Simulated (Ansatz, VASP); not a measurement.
**Two plane-wave programs on CdS**

```xyz
4
Lattice="4.3154 0.0000 0.0000 -2.1577 3.7372 0.0000 0.0000 0.0000 6.5246" Properties=species:S:1:pos:R:3 pbc="T T T"
Cd    0.0000    2.4915   -0.0611
Cd    2.1577    1.2457    3.2012
S     0.0000    2.4915    2.5078
S     2.1577    1.2457    5.7701
```

Change from the starting cell: epitaxial_xy strain +3.6%.

Alike in both runs: task single point; functional PBE; k mesh 12 × 12 × 4; occupations fermi-dirac, width 0.02 eV; no spin polarisation.

|  | VASP | Ansatz |
| --- | --- | --- |
| version | VASP 6.6.1 | Ansatz 0.2.0 |
| potentials or method | VASP PAW PBE potentials, release 64 (Cd, S) | plane waves, PAW |
| plane-wave cutoff (eV) | 520 | 420 |
| valence electrons in the cell | 36 | 52 |

|  | VASP | Ansatz | Ansatz less VASP |
| --- | --- | --- | --- |
| gap on the k mesh at the Fermi level (eV) | 1.03 | 1.03 | +0.003 |
| pressure (GPa) | -0.4 | -0.7 | -0.28 |
| traceless stress, the component that is largest in VASP (GPa) | 2.10 | 2.09 | -0.013 |

With one functional, cell and mesh, what is left measures potentials, basis and numerics. VASP's potentials hold 36 valence electrons a cell and Ansatz's 52, so a difference there can come from the potentials and not from the codes.
